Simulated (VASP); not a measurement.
**MgVOF2: single point with PBE**

MgVOF2:

```
Mg V O F
1.0
     3.16162    0.00000    0.00000
    -0.00006    4.12384    0.00000
    -1.54556   -2.05397    4.83858
Mg V O F
1 1 1 2
Direct
  0.32893 0.32932 0.65603
  0.99774 0.00133 0.00144
  0.94958 0.45218 0.90280
  0.33937 0.84104 0.67979
  0.65521 0.16184 0.32244
```

```
Program             : VASP 6.6.1
Task                : single point
Functional          : PBE
Potentials or basis : VASP PAW PBE potentials, release 64 (Mg, V_sv, O, F)
Cutoff              : 520 eV
k mesh              : 6 × 4 × 4
Occupations         : gaussian, width 0.1 eV
Spin                : collinear spin, ferromagnetic start
Starting moments    : [0.0, 2.0, 0.0, 0.0, 0.0] μB
```

```yaml
Pressure: -2.6 GPa
Largest_force: 0.171 eV/Å
Band_gap_on_the_k_mesh: zero (filled and empty bands overlap)
Net_moment: 3.00 μB per cell
Site_moments: Mg +0.01; V +2.64; O +0.02; F +0.00, +0.02 μB
Valence_electrons_inside_the_program's_atomic_spheres: Mg 0.36; V 11.34; O 5.05; F 6.12, 6.09
```

Forces on the atoms (eV/Å):
```
Mg   0.015 -0.005 -0.015
V   -0.003  0.001 -0.086
O    0.001  0.001  0.093
F    0.004  0.000  0.171
F   -0.017  0.002 -0.164
```

Stress tensor (GPa, compression positive):
```
-1.56  0.00  0.03
 0.00 -4.17 -0.01
 0.03 -0.01 -2.19
```

Levels at points of the mesh, in eV from the Fermi level:
Spin up:
```csv
k point,band 16,band 17,band 18,band 19,band 20,band 21,band 22,band 23
"(0.00, 0.00, 0.00)",-3.85,-1.82,-0.79,-0.48,-0.32,0.76,1.48,5.96
"(0.50, 0.00, 0.00)",-4.36,-1.42,-0.62,-0.46,0.66,1.37,4.59,4.97
"(0.00, 0.50, 0.00)",-4.34,-1.89,-0.50,-0.05,0.59,0.75,2.78,4.35
"(0.50, 0.50, 0.00)",-4.49,-0.62,-0.60,-0.47,0.67,2.00,4.47,5.76
"(0.00, 0.00, 0.50)",-3.84,-1.95,-0.78,-0.33,0.77,0.79,2.30,2.72
"(0.50, 0.00, 0.50)",-4.35,-1.42,-0.62,-0.46,0.66,1.37,4.61,5.01
"(0.00, 0.50, 0.50)",-4.34,-1.89,-0.50,-0.05,0.60,0.75,2.79,4.36
"(0.50, 0.50, 0.50)",-4.49,-0.62,-0.60,-0.47,0.67,2.00,4.47,5.76
```
Spin down:
```csv
k point,band 13,band 14,band 15,band 16,band 17,band 18,band 19,band 20
"(0.00, 0.00, 0.00)",-7.18,-4.57,-4.50,-3.73,0.14,0.92,2.06,2.27
"(0.50, 0.00, 0.00)",-7.08,-5.37,-4.66,-4.23,1.29,1.89,2.26,2.41
"(0.00, 0.50, 0.00)",-7.30,-5.66,-4.32,-4.02,0.87,1.72,2.05,2.22
"(0.50, 0.50, 0.00)",-7.15,-5.29,-5.21,-4.29,1.92,2.14,2.20,2.39
"(0.00, 0.00, 0.50)",-7.14,-4.84,-4.50,-3.72,0.70,1.93,2.09,2.27
"(0.50, 0.00, 0.50)",-7.08,-5.36,-4.66,-4.23,1.29,1.88,2.26,2.42
"(0.00, 0.50, 0.50)",-7.30,-5.66,-4.32,-4.02,0.87,1.72,2.05,2.22
"(0.50, 0.50, 0.50)",-7.15,-5.29,-5.21,-4.29,1.92,2.14,2.20,2.39
```

Wall time 98 s on 1 thread of Intel(R) Xeon(R) 6975P-C (Granite Rapids), on a shared host, peak memory 0.31 GiB.

Caveat: the k points lie up to 0.41 Å⁻¹ apart; semilocal functionals often make such compounds metallic where correlation or magnetic order opens a gap, which also shifts bond lengths. With open d or f shells a metallic result of PBE can be an artefact of self-interaction; +U or a hybrid may open a gap.
